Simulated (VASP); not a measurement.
# Ge (P6mm) in VASP: a series of runs

Ge is run at these levels: PBE; tasks: single point, relaxation of cell and atoms.

All numbers are computed with VASP 6.6.1; they aren't measurements. Logs are shortened: lines on timing, memory, paths and dates and some standing lists are left out, and cuts for length are marked.

## (1) The cell of the first run

It takes space group P6mm (No. 183, hexagonal). Conventional cell: a = 4.951 Å, b = 4.951 Å, c = 4.395 Å, α = 90.00°, β = 90.00°, γ = 120.00°. Ge (site symmetry 3m) has 9 Ge at 2.86 to 3.12 Å within 3.8 Å. Ge (site symmetry 6mm) has 2 Ge at 2.10 to 2.29 Å within 2.8 Å. Ge (site symmetry 6mm) has 2 Ge at 2.10 to 2.29 Å within 2.8 Å.

The cell was built from a structure type or drawn by symmetry, and may not be a known phase.

## (2) Single point, PBE

INCAR

```
  ALGO = Normal
  EDIFF = 1E-6
  ENCUT = 520
  GGA = PE
  ISIF = 2
  ISMEAR = 0
  LASPH = True
  LCHARG = False
  LREAL = False
  LWAVE = False
  NBANDS = 36
  NELM = 60
  PREC = Accurate
  SIGMA = 0.1
```

KPOINTS

```
k-points
0
Gamma
  6 6 4
```

POSCAR

```
Ge
1.0
    4.9509443600      0.0000000000      0.0000000000
   -2.4754721800      4.2876435900      0.0000000000
    0.0000000000      0.0000000000      4.3950578000
Ge
4
Direct
    0.3333333300      0.6666666700      0.3529280900
    0.6666666700      0.3333333300      0.3529280900
    0.0000000000      0.0000000000      0.6355909400
    0.0000000000      0.0000000000      0.1569062700
```

Potentials or basis: VASP PAW PBE potentials, release 64 (Ge_d).

Started as:

```sh
$ cat potpaw_PBE.64/Ge_d/POTCAR > POTCAR
$ mpirun -np 1 vasp_std > vasp.out
```

OUTCAR:

```text
EDIFF = 1E-6
   ENCUT = 520
   GGA = PE
   ISIF = 2
   ISMEAR = 0
   LASPH = True
   LREAL = False
   NELM = 60
   PREC = Accurate

 ion  position               nearest neighbor table
   1  0.333  0.667  0.353-   2 2.86   2 2.86   2 2.86
   2  0.667  0.333  0.353-   1 2.86   1 2.86   1 2.86
   3  0.000  0.000  0.636-   4 2.10   4 2.29
   4  0.000  0.000  0.157-   3 2.10   3 2.29

  LATTYP: Found a hexagonal cell.
 ALAT       =     4.9509443600
 C/A-ratio  =     0.8877211054

  Lattice vectors:

 A1 = (   4.9509443600,   0.0000000000,   0.0000000000)
 A2 = (  -2.4754721800,   4.2876435900,   0.0000000000)
 A3 = (   0.0000000000,   0.0000000000,   4.3950578000)

Analysis of symmetry for initial positions (statically):
=====================================================================
 Subroutine PRICEL returns:
 Original cell was already a primitive cell.

 Routine SETGRP: Setting up the symmetry group for a
 hexagonal supercell.

 Subroutine GETGRP returns: Found 12 space group operations
 (whereof 12 operations were pure point group operations)
 out of a pool of 24 trial point group operations.

The static configuration has the point symmetry C_6v.

Analysis of symmetry for dynamics (positions and initial velocities):
=====================================================================
 Subroutine PRICEL returns:
 Original cell was already a primitive cell.

 Routine SETGRP: Setting up the symmetry group for a
 hexagonal supercell.

 Subroutine GETGRP returns: Found 12 space group operations
 (whereof 12 operations were pure point group operations)
 out of a pool of 24 trial point group operations.

The dynamic configuration has the point symmetry C_6v.

 Subroutine INISYM returns: Found 12 space group operations
 (whereof 12 operations are pure point group operations),
 and found     1 'primitive' translations

----------------------------------------------------------------------------------------

                                     Primitive cell

  volume of cell :      93.2978

  direct lattice vectors                    reciprocal lattice vectors
     4.950944360  0.000000000  0.000000000     0.201981668  0.116614170  0.000000000
    -2.475472180  4.287643590  0.000000000     0.000000000  0.233228341  0.000000000
     0.000000000  0.000000000  4.395057800     0.000000000  0.000000000  0.227528293

  length of vectors
     4.950944360  4.950944361  4.395057800     0.233228341  0.233228341  0.227528293

  position of ions in fractional coordinates (direct lattice)
     0.333333330  0.666666670  0.352928090
     0.666666670  0.333333330  0.352928090
     0.000000000  0.000000000  0.635590940
     0.000000000  0.000000000  0.156906270

  ion indices of the primitive-cell ions
   primitive index   ion index
                 1           1
                 2           2
                 3           3
                 4           4

----------------------------------------------------------------------------------------

 KPOINTS: k-points

Automatic generation of k-mesh.
 Grid dimensions read from file:
 generate k-points for:    6    6    4

 Generating k-lattice:

  Cartesian coordinates                     Fractional coordinates (reciprocal lattice)
     0.033663611  0.019435695  0.000000000     0.166666667  0.000000000  0.000000000
     0.000000000  0.038871390  0.000000000     0.000000000  0.166666667  0.000000000
     0.000000000  0.000000000  0.056882073     0.000000000  0.000000000  0.250000000

  Length of vectors
     0.038871390  0.038871390  0.056882073

  Shift w.r.t. Gamma in fractional coordinates (k-lattice)
     0.000000000  0.000000000  0.000000000

 Subroutine IBZKPT returns following result:
 ===========================================

 Found     21 irreducible k-points:

 Following reciprocal coordinates:
            Coordinates               Weight
  0.000000  0.000000  0.000000      1.000000
  0.166667  0.000000  0.000000      6.000000
  0.333333 -0.000000  0.000000      6.000000
  0.500000 -0.000000  0.000000      3.000000
  0.166667  0.166667  0.000000      6.000000
  0.333333  0.166667  0.000000     12.000000
[... 13 lines left out ...]
  0.333333  0.166667  0.500000     12.000000
  0.333333  0.333333  0.500000      2.000000
   k-points           NKPTS =     21   k-points in BZ     NKDIM =     21   number of bands    NBANDS=     36
   number of dos      NEDOS =    301   number of ions     NIONS =      4
   total plane-waves  NPLWV =  57600
   dimension x,y,z NGX =    40 NGY =   40 NGZ =   36
   dimension x,y,z NGXF=    80 NGYF=   80 NGZF=   72
   ions per type =               4
   NGX,Y,Z   is equivalent  to a cutoff of  13.43, 13.43, 13.62 a.u.
   NGXF,Y,Z  is equivalent  to a cutoff of  26.86, 26.86, 27.23 a.u.
 SYSTEM =  unknown system
   PREC   = accura    normal or accurate (medium, high low for compatibility)
   ISTART =      0    job   : 0-new  1-cont  2-samecut
   ICHARG =      2    charge: 1-file 2-atom 10-const
   ISPIN  =      1    spin polarized calculation?
   LNONCOLLINEAR =      F non collinear calculations
   LSORBIT =      F    spin-orbit coupling
   LASPH  =      T    aspherical Exc in radial PAW
   ENCUT  =  520.0 eV  38.22 Ry    6.18 a.u.   9.21  9.21  8.17*2*pi/ulx,y,z
   NELM   =     60;   NELMIN=  2; NELMDL= -5     # of ELM steps
   EDIFF  = 0.1E-05   stopping-criterion for ELM
   LREAL  =      F    real-space projection
   EDIFFG = 0.1E-04   stopping-criterion for IOM
   NSW    =      0    number of steps for IOM
   IBRION =     -1    ionic relax: 0-MD 1-quasi-New 2-CG
   NFREE  =      0    steps in history (QN), initial steepest desc. (CG)
   ISIF   =      2    stress and relaxation
   ISYM   =      2    0-nonsym 1-usesym 2-fastsym
   POTIM  = 0.5000    time-step for ionic-motion
   TEBEG  =    0.0;   TEEND  =   0.0 temperature during run
   PSTRESS=    0.0 pullay stress
   NELECT =      56.0000    total number of electrons
   NUPDOWN=      -1.0000    fix difference up-down
   EMIN   =  10.00;   EMAX   =-10.00  energy-range for DOS
   EFERMI =   0.00;   METHOD = LEGACY
   ISMEAR =     0;   SIGMA  =   0.10  broadening in eV -4-tet -1-fermi 0-gaus
   EFERMI_NEDOS =   21; number of points for ismear=-14 and -15
   IALGO  =     38    algorithm
   IMIX   =      4    mixing-type and parameters
     AMIX     =   0.40;   BMIX     =  1.00
     AMIX_MAG =   1.60;   BMIX_MAG =  1.00
  volume/ion in A,a.u.               =      23.32       157.40
  Fermi-wavevector in a.u.,A,eV,Ry     =   1.380958  2.609632 25.946914  1.907044
  Thomas-Fermi vector in A             =   2.505787
   LORBIT       =      0    0 simple, 1 ext, 2 COOP (PROOUT), +10 PAW based schemes
   GGA     = PE    functional components
   LHFCALC =     F    Hartree Fock is set to
   AEXX    =    0.0000 exact exchange contribution
   IVDW    =     0    specifies the selected vdW correction
   LEPSILON=     F    determine dielectric tensor
   LRPA    =     F    only Hartree local field effects (RPA)
 non-spin polarized calculation
 Gauss-broadening in eV      SIGMA  =   0.10
  energy-cutoff  :      520.00
  volume of cell :       93.30
 maximum number of plane-waves:      2536
 NGX is ok and might be reduce to    40
   NGX = 19   NGY = 19   NGZ = 17

 number of electron      55.9999990 magnetization

 Free energy of the ion-electron system (eV)
  ---------------------------------------------------
  ext. energy  EPLUGINS =         0.00000000
  ---------------------------------------------------
  free energy    TOTEN  =       -14.45775398 eV

  energy without entropy =      -14.44971358  energy(sigma->0) =      -14.45373378

 E-fermi :   4.6891     XC(G=0):  -9.9521

 val. band max:        4.6862192435   @ k =   0.5000  -0.0000   0.2500
 cond. band min:       4.7374298098   @ k =   0.1667   0.0000   0.5000
 fundamental gap:      0.0512105663
 Fermi energy:         4.6890700390

 k-point     1 :       0.0000    0.0000    0.0000
  band No.  band energies     occupation
      1     -21.2688      2.00000
      2     -20.8370      2.00000
      3     -20.8370      2.00000
      4     -20.5861      2.00000
      5     -20.5861      2.00000
      6     -20.5244      2.00000
[... 28 lines left out ...]
     35      10.5426      0.00000
     36      10.5426      0.00000

 k-point     2 :       0.1667    0.0000    0.0000
  band No.  band energies     occupation
      1     -21.2688      2.00000
      2     -20.8370      2.00000
      3     -20.8369      2.00000
      4     -20.5864      2.00000
      5     -20.5863      2.00000
      6     -20.5242      2.00000
[... 28 lines left out ...]
     35      10.2039      0.00000
     36      10.6928      0.00000

 k-point     3 :       0.3333   -0.0000    0.0000
  band No.  band energies     occupation
      1     -21.2688      2.00000
      2     -20.8369      2.00000
      3     -20.8366      2.00000
      4     -20.5871      2.00000
      5     -20.5868      2.00000
      6     -20.5238      2.00000
[... 28 lines left out ...]
     35       9.3743      0.00000
     36      11.1113      0.00000

 k-point     4 :       0.5000   -0.0000    0.0000
  band No.  band energies     occupation
      1     -21.2688      2.00000
      2     -20.8368      2.00000
      3     -20.8365      2.00000
      4     -20.5876      2.00000
      5     -20.5870      2.00000
      6     -20.5235      2.00000
[... 28 lines left out ...]
     35      10.0461      0.00000
     36      10.9852      0.00000

 k-point     5 :       0.1667    0.1667    0.0000
  band No.  band energies     occupation
      1     -21.2688      2.00000
      2     -20.8369      2.00000
      3     -20.8367      2.00000
      4     -20.5869      2.00000
      5     -20.5867      2.00000
      6     -20.5239      2.00000
[... 538 lines left out ...]
 k-point    19 :       0.1667    0.1667    0.5000
  band No.  band energies     occupation
      1     -20.8881      2.00000
      2     -20.6898      2.00000
      3     -20.6896      2.00000
      4     -20.5701      2.00000
      5     -20.5682      2.00000
      6     -20.5681      2.00000
[... 28 lines left out ...]
     35      11.2187      0.00000
     36      11.4834      0.00000

 k-point    20 :       0.3333    0.1667    0.5000
  band No.  band energies     occupation
      1     -20.8880      2.00000
      2     -20.6895      2.00000
      3     -20.6893      2.00000
      4     -20.5704      2.00000
      5     -20.5687      2.00000
      6     -20.5685      2.00000
[... 28 lines left out ...]
     35      10.5481      0.00000
     36      10.6769      0.00000

 k-point    21 :       0.3333    0.3333    0.5000
  band No.  band energies     occupation
      1     -20.8880      2.00000
      2     -20.6893      2.00000
      3     -20.6893      2.00000
      4     -20.5704      2.00000
      5     -20.5688      2.00000
      6     -20.5688      2.00000
[... 28 lines left out ...]
     35      10.1599      0.00000
     36      11.0243      0.00000

------------------------ aborting loop because EDIFF is reached ----------------------------------------

  FORCE on cell =-STRESS in cart. coord.  units (eV):
  Direction    XX          YY          ZZ          XY          YZ          ZX
  --------------------------------------------------------------------------------------
  -------------------------------------------------------------------------------------
  Total       -0.7644489     -0.7644489     12.4246240      0.0000000     -0.0000000     -0.0000000
  in kB      -13.1276716    -13.1276716    213.3646777      0.0000000     -0.0000000     -0.0000000
  external PRESSURE =      62.3697781 kB  Pullay stress =       0.0000000 kB

 VOLUME and BASIS-vectors are now :
 -----------------------------------------------------------------------------
  energy-cutoff  :      520.00
  volume of cell :       93.30
      direct lattice vectors                 reciprocal lattice vectors
     4.950944360  0.000000000  0.000000000     0.201981668  0.116614170  0.000000000
    -2.475472180  4.287643590  0.000000000     0.000000000  0.233228341  0.000000000
     0.000000000  0.000000000  4.395057800     0.000000000  0.000000000  0.227528293

 POSITION                                       TOTAL-FORCE (eV/Angst)
 -----------------------------------------------------------------------------------
     -0.00000      2.85843      1.55114        -0.000000      0.000000      0.118796
      2.47547      1.42921      1.55114         0.000000      0.000000      0.118796
      0.00000      0.00000      2.79346        -0.000000      0.000000      3.296968
      0.00000      0.00000      0.68961         0.000000     -0.000000     -3.534560
 -----------------------------------------------------------------------------------
    total drift:                                0.000000      0.000000     -0.001097

  FREE ENERGIE OF THE ION-ELECTRON SYSTEM (eV)
  ---------------------------------------------------
  free  energy   TOTEN  =       -14.4577539756 eV

  energy  without entropy=      -14.4497135840  energy(sigma->0) =      -14.45373378
```

Run time: 58 s. Hardware: 1 thread of Intel Xeon Platinum 8259CL at 2.50GHz (Skylake/Cascade Lake), shared host; peak memory 0.24 GiB.

What came out:

```yaml
Free_energy: -14.4578 eV
Pressure: 6.2 GPa
Largest_force: 3.535 eV/Å
Band_gap_on_the_k_mesh: zero (bands 28 and 29 overlap by 2.79 eV)
```

Forces in eV/Å, atoms in the order of the input:
```
Ge   0.000  0.000  0.119
Ge   0.000  0.000  0.119
Ge   0.000  0.000  3.297
Ge   0.000  0.000 -3.535
```

Caveat: the cell stands under pressure; forces of over 1 eV/Å act on the atoms, so gaps and moduli don't describe the material at rest.

## (3) Relaxation of cell and atoms, PBE

INCAR

```
SYSTEM = Ge
ALGO = Normal ; EDIFF = 1E-6
EDIFFG = -0.04 ; ENCUT = 600
GGA = PE ; IBRION = 2
ISIF = 3 ; ISMEAR = 0
LASPH = .True. ; LCHARG = .False.
LREAL = .False. ; LWAVE = .False.
NELM = 80 ; NSW = 90
PREC = Accurate ; SIGMA = 0.1
```

KPOINTS

```
k-points
0
Gamma
  6 6 4
  0 0 0
```

POSCAR is that of step 2.

Potentials or basis: VASP PAW PBE potentials, release 64 (Ge_d).

Started as:

```sh
$ cat potpaw_PBE.64/Ge_d/POTCAR > POTCAR
$ mpirun -np 1 vasp_std > vasp.out
```

It took 12 min on 1 thread of Intel Xeon Platinum 8259CL at 2.50GHz (Skylake/Cascade Lake), shared host; peak memory 0.26 GiB.

Results (log left out):

```yaml
Free_energy: -16.0163 eV
Relaxed_volume: 24.50 Å³/atom
Relaxed_cell: a = 4.592 Å, b = 4.592 Å, c = 5.367 Å, α = 90.00°, β = 90.00°, γ = 120.00°
Space_group_after_relaxing_to_0.1_Å: P6/mmm (No. 191)
Energy_gained_by_relaxing: 389.6 meV/atom
Ionic_steps: 16
Pressure_after_relaxing: -0.1 GPa
Largest_force_after_relaxing: 0.033 eV/Å
Band_gap_on_the_k_mesh: zero (bands 28 and 29 overlap by 2.77 eV)
```

Forces in eV/Å, atoms in the order of the input:
```
Ge   0.000  0.000  0.011
Ge   0.000  0.000  0.011
Ge   0.000  0.000  0.012
Ge   0.000  0.000 -0.033
```

Stress tensor (GPa, compression positive):
```
-0.07  0.00  0.00
 0.00 -0.07  0.00
 0.00  0.00 -0.22
```

Step by step:
```
step  energy change (eV)  largest force (eV/Å)  pressure (GPa)  volume (Å³)
   1              0.0000                3.5345            6.26        93.30
   2             -0.9366                2.4801           -1.47       105.37
   3             -0.9365                2.4836           -1.58       105.38
   4             -1.3800                0.6739           -2.85       105.85
   5             -1.3827                0.7366           -3.07       105.89
   6             -1.4984                0.5246           -0.28        98.49
   7             -1.5032                0.4649            0.37        97.05
   8             -1.5032                0.4504            0.57        96.75
   9             -1.5249                0.2956            0.50        96.84
  10             -1.5353                0.2515            0.48        96.95
  11             -1.5490                0.1659           -0.19        98.32
  12             -1.5520                0.1057           -0.52        99.21
  13             -1.5521                0.0887           -0.61        99.44
  14             -1.5570                0.0777            0.05        98.16
  15             -1.5570                0.0815            0.03        98.21
  16             -1.5584                0.0332           -0.12        98.00
```

Final structure:
```yaml
crystal:
  lattice:
    - [4.59156, 0.00000, 0.00000]
    - [-2.29578, 3.97641, 0.00000]
    - [0.00000, 0.00000, 5.36730]
  atoms:
    - { symbol: Ge, position: [0.33333, 0.66667, 0.37385] }
    - { symbol: Ge, position: [0.66667, 0.33333, 0.37385] }
    - { symbol: Ge, position: [0.00000, 0.00000, 0.63253] }
    - { symbol: Ge, position: [0.00000, 0.00000, 0.11812] }
```

Levels at points of the mesh, in eV from the Fermi level:
| k point | band 24 | band 25 | band 26 | band 27 | band 28 | band 29 | band 30 | band 31 | band 32 | band 33 |
| --- | --- | --- | --- | --- | --- | --- | --- | --- | --- | --- |
| (0.00, 0.00, 0.00) | -4.05 | -2.66 | -2.38 | -2.38 | -2.32 | -2.32 | 1.08 | 2.16 | 2.16 | 3.35 |
| (0.50, 0.00, 0.00) | -5.82 | -4.73 | -3.70 | -2.57 | 0.11 | 1.15 | 1.41 | 2.19 | 3.19 | 4.49 |
| (0.00, 0.00, 0.50) | -4.01 | -2.33 | -2.33 | -1.80 | -1.80 | -1.39 | 0.35 | 0.35 | 1.73 | 2.92 |
| (0.50, 0.00, 0.50) | -6.17 | -4.51 | -3.68 | -0.36 | 0.00 | 1.33 | 1.99 | 2.87 | 3.82 | 4.29 |

Caveat: a cell axis changed by over 15 % at a fixed basis, so the end point is rough.
